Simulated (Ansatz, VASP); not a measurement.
**One calculation of NaH, two programs**

The input INCAR:

```
SYSTEM = NaH
PREC = Accurate
ENCUT = 500
EDIFF = 1E-7
ISMEAR = 0
SIGMA = 0.01
LREAL = .FALSE.
LASPH = .TRUE.
NELM = 120
ALGO = Normal
ISIF = 3
LWAVE = .FALSE.
LCHARG = .FALSE.
IBRION = 2
NSW = 100
EDIFFG = -0.002
GGA_COMPAT = .FALSE.
NELMIN = 4
```

KPOINTS

```
regular mesh
0
G
  8 8 8
  0 0 0
```

File POSCAR:

```
NaH
1.0
    0.0000000000      2.4400000000      2.4400000000
    2.4400000000      0.0000000000      2.4400000000
    2.4400000000      2.4400000000      0.0000000000
Na H
1 1
Direct
    0.0000000000      0.0000000000      0.0000000000
    0.5000000000      0.5000000000      0.5000000000
```

Input for Ansatz:

```yaml
crystal:
  lattice:
    - [0.0, 2.44, 2.44]
    - [2.44, 0.0, 2.44]
    - [2.44, 2.44, 0.0]
  atoms:
    - { symbol: Na, position: [0.0, 0.0, 0.0] }
    - { symbol: H, position: [0.5, 0.5, 0.5] }
kpoints:
  mp_grid: { grid: [8, 8, 8] }
scf:
  occupations: { method: fixed }
hamiltonian:
  xc: lda
  pseudopotentials: { kind: paw }
relax:
  f_tol: 0.002
  max_steps: 80
  cell: {}
output:
  forces: true
  stress: true
accuracy: medium
```

Alike in both runs: task relaxation of cell and atoms; functional LDA; k mesh 8 × 8 × 8; no spin polarisation.

|  | VASP | Ansatz |
| --- | --- | --- |
| version | VASP 6.6.1 | Ansatz 0.2.0 |
| potentials or method | VASP PAW LDA potentials, release 64 (Na_pv, H) | PAW with Ansatz's default frozen-core files, scalar-relativistic |
| plane-wave cutoff (eV) | 500 | 420 |
| occupations | gaussian, width 0.01 eV | fixed |
| valence electrons in the cell | 8 | 10 |

Ansatz gave:

```
relaxed volume (Å³/atom)                                     : 12.90
relaxed cell length with the largest relative difference (Å) : 3.317
```

Question: Estimate VASP's values.

Answer: Relaxed volume (Å³/atom): 12.89; relaxed cell length with the largest relative difference (Å): 3.316.

LDA's correlation is that of Perdew and Zunger in VASP and of Perdew and Wang (1992) in Ansatz. VASP's potentials hold 8 valence electrons a cell and Ansatz's 10, so a difference there can come from the potentials and not from the codes.
